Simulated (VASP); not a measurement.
# CaC2 (I4/mmm) in VASP: elastic constants with LDA

Aim: the elastic constants of CaC2 with LDA.

All numbers are computed with VASP 6.6.1; they aren't measurements. Logs are shortened: lines on timing, memory, paths and dates and some standing lists are left out, and cuts for length are marked.

## (1) The cell of the first run

It takes space group I4/mmm (No. 139, tetragonal). Conventional cell: a = 3.758 Å, b = 3.758 Å, c = 6.277 Å, α = 90.00°, β = 90.00°, γ = 90.00°. Within 3.3 Å of Ca (site symmetry 4/mmm) lie 10 C at 2.51 to 2.73 Å. Within 1.7 Å of C (site symmetry 4mm) lie 1 C at 1.25 Å.

## (2) Elastic constants, LDA

Input file INCAR:

```
SYSTEM = CaC2
ALGO = Normal
EDIFF = 1E-8
ENCUT = 600
GGA = CA
IBRION = 6
ISIF = 3
ISMEAR = 0
LASPH = .True.
LCHARG = .False.
LREAL = .False.
LWAVE = .False.
NELM = 100
NFREE = 2
NSW = 1
POTIM = 0.015
PREC = Accurate
SIGMA = 0.01
```

Input file KPOINTS:

```
k-points
0
Gamma
  10 10 10
  0 0 0
```

Input file POSCAR:

```
CaC2
1.0
   -1.8789553324      1.8789553324      3.1385490914
    1.8789553324     -1.8789553324      3.1385490914
    1.8789553324      1.8789553324     -3.1385490914
Ca C
1 2
Direct
    0.0000000000      0.0000000000      0.0000000000
    0.5996822185      0.5996822185      0.0000000000
    0.4003177815      0.4003177815      0.0000000000
```

Potentials or basis: VASP PAW LDA potentials, release 64 (Ca_sv, C).

Command:

```bash
cat potpaw_LDA.64/Ca_sv/POTCAR potpaw_LDA.64/C/POTCAR > POTCAR
mpirun -np 1 vasp_std > vasp.out
```

OUTCAR:

```text
SYSTEM = CaC2
   EDIFF = 1E-8
   ENCUT = 600
   GGA = CA
   IBRION = 6
   ISIF = 3
   ISMEAR = 0
   LASPH = .True.
   LREAL = .False.
   NELM = 100
   NFREE = 2
   NSW = 1
   POTIM = 0.015
   PREC = Accurate

 ion  position               nearest neighbor table
   1  0.000  0.000  0.000-   2 2.51   3 2.51
   2  0.600  0.600  0.000-   3 1.25   1 2.51
   3  0.400  0.400  0.000-   2 1.25   1 2.51

  LATTYP: Found a body centered tetragonal cell.
 ALAT       =     3.7579106648
 C/A-ratio  =     1.6703691872

  Lattice vectors:

 A1 = (  -1.8789553324,   1.8789553324,   3.1385490914)
 A2 = (   1.8789553324,  -1.8789553324,   3.1385490914)
 A3 = (   1.8789553324,   1.8789553324,  -3.1385490914)

Analysis of symmetry for initial positions (statically):
=====================================================================
 Subroutine PRICEL returns:
 Original cell was already a primitive cell.

 Routine SETGRP: Setting up the symmetry group for a
 body centered tetragonal supercell.

 Subroutine GETGRP returns: Found 16 space group operations
 (whereof 16 operations were pure point group operations)
 out of a pool of 16 trial point group operations.

The static configuration has the point symmetry D_4h.

Analysis of symmetry for dynamics (positions and initial velocities):
=====================================================================
 Subroutine PRICEL returns:
 Original cell was already a primitive cell.

 Routine SETGRP: Setting up the symmetry group for a
 body centered tetragonal supercell.

 Subroutine GETGRP returns: Found 16 space group operations
 (whereof 16 operations were pure point group operations)
 out of a pool of 16 trial point group operations.

The dynamic configuration has the point symmetry D_4h.

 Subroutine INISYM returns: Found 16 space group operations
 (whereof 16 operations are pure point group operations),
 and found     1 'primitive' translations

----------------------------------------------------------------------------------------

                                     Primitive cell

  volume of cell :      44.3223

  direct lattice vectors                    reciprocal lattice vectors
    -1.878955332  1.878955332  3.138549091     0.000000000  0.266105315  0.159309281
     1.878955332 -1.878955332  3.138549091     0.266105315  0.000000000  0.159309281
     1.878955332  1.878955332 -3.138549091     0.266105315  0.266105315  0.000000000

  length of vectors
     4.112351722  4.112351722  4.112351722     0.310147522  0.310147522  0.376329745

  position of ions in fractional coordinates (direct lattice)
     0.000000000  0.000000000  0.000000000
     0.599682218  0.599682218  0.000000000
     0.400317782  0.400317782  0.000000000

  ion indices of the primitive-cell ions
   primitive index   ion index
                 1           1
                 2           2
                 3           3

----------------------------------------------------------------------------------------

 KPOINTS: k-points

Automatic generation of k-mesh.
 Grid dimensions read from file:
 generate k-points for:   10   10   10

 Generating k-lattice:

[... 116 lines left out ...]
  Direction    XX          YY          ZZ          XY          YZ          ZX
  --------------------------------------------------------------------------------------
  -------------------------------------------------------------------------------------
  Total        0.0591725      0.0591725      0.1877032      0.0000000     -0.0000000      0.0000000
  in kB        2.1389898      2.1389898      6.7851668      0.0000000     -0.0000000      0.0000000
  external PRESSURE =       3.6877155 kB  Pullay stress =       0.0000000 kB
[... 92 lines left out ...]
  FREE ENERGIE OF THE ION-ELECTRON SYSTEM (eV)
  ---------------------------------------------------
  free  energy   TOTEN  =       -22.1830878340 eV

  energy  without entropy=      -22.1830878340  energy(sigma->0) =      -22.18308783

[... ionic steps 4 to 18 ...]

--------------------------------------- Ionic step       19  -------------------------------------------

 number of electron      17.9999999 magnetization

------------------------ aborting loop because EDIFF is reached ----------------------------------------
[... 69 lines left out ...]
--------------------------------------- Ionic step       21  -------------------------------------------

 number of electron      17.9999999 magnetization

 Free energy of the ion-electron system (eV)
  ---------------------------------------------------
  ext. energy  EPLUGINS =         0.00000000
  ---------------------------------------------------
  free energy    TOTEN  =       -22.17705336 eV

  energy without entropy =      -22.17705336  energy(sigma->0) =      -22.17705336

 E-fermi :   1.9480     XC(G=0): -10.1552

 val. band max:        1.7640386657   @ k =  -0.4000  -0.4000   0.4000
 cond. band min:       2.6780743422   @ k =   0.5000   0.5000   0.0000
 fundamental gap:      0.9140356764
 Fermi energy:         1.9479544063

 k-point     1 :       0.0000    0.0000    0.0000
  band No.  band energies     occupation
      1     -36.4361      2.00000
      2     -17.7565      2.00000
      3     -17.7565      2.00000
      4     -17.6358      2.00000
      5     -11.2704      2.00000
      6      -1.1928      2.00000
      7      -0.2022      2.00000
      8       0.6914      2.00000
      9       0.6914      2.00000
     10       4.8107      0.00000
     11       4.8107      0.00000
     12       5.9591      0.00000
     13       7.1570      0.00000
[... 354 lines left out ...]
  band No.  band energies     occupation
      1     -36.4126      2.00000
      2     -17.9215      2.00000
      3     -17.8600      2.00000
      4     -17.6936      2.00000
      5     -10.7959      2.00000
      6      -2.0370      2.00000
      7      -0.8773      2.00000
      8      -0.4306      2.00000
      9       1.1039      2.00000
     10       4.7216      0.00000
     11       6.5364      0.00000
     12       8.5074      0.00000
     13       8.9331      0.00000

 [... further k-points ...]

------------------------ aborting loop because EDIFF is reached ----------------------------------------

  FORCE on cell =-STRESS in cart. coord.  units (eV):
  Direction    XX          YY          ZZ          XY          YZ          ZX
  --------------------------------------------------------------------------------------
  -------------------------------------------------------------------------------------
  Total        0.0325079      0.0325079      1.5761585      0.0000000      0.0000000      0.0000000
  in kB        1.1751087      1.1751087     56.9755655      0.0000000      0.0000000      0.0000000
  external PRESSURE =      19.7752610 kB  Pullay stress =       0.0000000 kB
[... 18 lines left out ...]
  FREE ENERGIE OF THE ION-ELECTRON SYSTEM (eV)
  ---------------------------------------------------
  free  energy   TOTEN  =       -22.1770533642 eV

  energy  without entropy=      -22.1770533642  energy(sigma->0) =      -22.17705336

 INTERNAL STRAIN TENSORS FROM STRAINED CELLS
 ============================================

 INTERNAL STRAIN TENSOR FOR ION    1 for displacements in x,y,z  (eV/Angst):
          X           Y           Z          XY          YZ          ZX
  --------------------------------------------------------------------------------
  x    -0.00000     0.00000     0.00000     0.00000    -0.00000     0.00000
  y    -0.00000     0.00000     0.00000    -0.00000     0.00000    -0.00000
  z     0.00000    -0.00000    -0.00000    -0.00000     0.00000     0.00000

 INTERNAL STRAIN TENSORS FROM DISPLACED ATOMS
 ============================================

 INTERNAL STRAIN TENSOR FOR ION    1 for displacements in x,y,z  (eV/Angst):
          X           Y           Z          XY          YZ          ZX
  --------------------------------------------------------------------------------
  x     0.00000     0.00000     0.00000     0.00000     0.00000     0.00000
  y     0.00000     0.00000     0.00000     0.00000     0.00000     0.00000
  z     0.00000     0.00000     0.00000     0.00000     0.00000     0.00000

 INTERNAL STRAIN TENSOR FOR ION    3 for displacements in x,y,z  (eV/Angst):
          X           Y           Z          XY          YZ          ZX
  --------------------------------------------------------------------------------
  x     0.00000     0.00000     0.00000     0.00000     0.00000    -2.46595
  y     0.00000     0.00000     0.00000     0.00000    -2.46593     0.00000
  z    -1.64120    -1.64120    88.98235     0.00000     0.00000     0.00000

 Eigenvectors and eigenvalues of the dynamical matrix
 ----------------------------------------------------

   1 f  =   56.866821 THz   357.304772 2PiTHz 1896.872955 cm-1   235.182167 meV
             X         Y         Z           dx          dy          dz
      0.000000  0.000000  0.000000    -0.000000   -0.000000    0.000000
      0.000000  0.000000  3.764264    -0.000000   -0.000000   -0.707107
      0.000000  0.000000  2.512834     0.000000    0.000000    0.707107
[... 43 lines left out ...]
   9 f/i=    0.001302 THz     0.008183 2PiTHz    0.043442 cm-1     0.005386 meV
             X         Y         Z           dx          dy          dz
      0.000000  0.000000  0.000000     0.000000   -0.000000   -0.790642
      0.000000  0.000000  3.764264     0.000000   -0.000000   -0.432946
      0.000000  0.000000  2.512834     0.000000   -0.000000   -0.432946

--------------------------------------------------------------------------------------------------------

 ELASTIC MODULI CONTR FROM IONIC RELAXATION (kBar)
 Direction    XX          YY          ZZ          XY          YZ          ZX
 --------------------------------------------------------------------------------
 XX          -1.2253     -1.2253     66.4335      0.0000     -0.0000      0.0000
 YY          -1.2253     -1.2253     66.4335      0.0000     -0.0000      0.0000
 ZZ          66.4335     66.4335  -3601.8933      0.0000      0.0000     -0.0000
 XY           0.0000      0.0000      0.0000      0.0000      0.0000      0.0000
 YZ          -0.0000     -0.0000      0.0000      0.0000   -105.0520      0.0000
 ZX           0.0000      0.0000     -0.0000      0.0000      0.0000   -105.0538
 --------------------------------------------------------------------------------

 TOTAL ELASTIC MODULI (kBar)
 Direction    XX          YY          ZZ          XY          YZ          ZX
 --------------------------------------------------------------------------------
 XX        1159.0207    402.5231    164.9758      0.0000     -0.0000      0.0000
 YY         402.5231   1159.0207    164.9758      0.0000     -0.0000      0.0000
 ZZ         164.9758    164.9758   2766.0568      0.0000      0.0000     -0.0000
 XY           0.0000      0.0000      0.0000    548.0304     -0.0000      0.0000
 YZ          -0.0000     -0.0000      0.0000     -0.0000    -47.4245      0.0000
 ZX           0.0000      0.0000     -0.0000      0.0000      0.0000    -47.4271
 --------------------------------------------------------------------------------
```

Run time: 13 min. Hardware: 1 thread of Intel Xeon 6975P-C (Granite Rapids), shared host; peak memory 0.47 GiB.

What came out:

| Property | Result |
| --- | --- |
| Voigt bulk modulus | 73 GPa |
| Highest phonon frequency at Γ, LO-TO splitting left out | 1897 cm⁻¹ |

Phonon frequencies in cm⁻¹ (negative: imaginary):
```csv
q point,frequencies
"(0.000, 0.000, 0.000)",0 0 0 252 252 308 308 333 1897
```

Elastic tensor in Voigt notation (GPa, in the Cartesian axes of the cell as first typed):
```
116  40  16   0   0   0
 40 116  16   0   0   0
 16  16 277   0   0   0
  0   0   0  -5   0   0
  0   0   0   0  -5   0
  0   0   0   0   0  55
```

Clamped-ion elastic tensor (GPa):
```
116  40  10   0   0   0
 40 116  10   0   0   0
 10  10 637   0   0   0
  0   0   0   6   0   0
  0   0   0   0   6   0
  0   0   0   0   0  55
```

Caveat: the elastic tensor has a negative eigenvalue, so either the cell is unstable as it stands or the mesh is too thin.
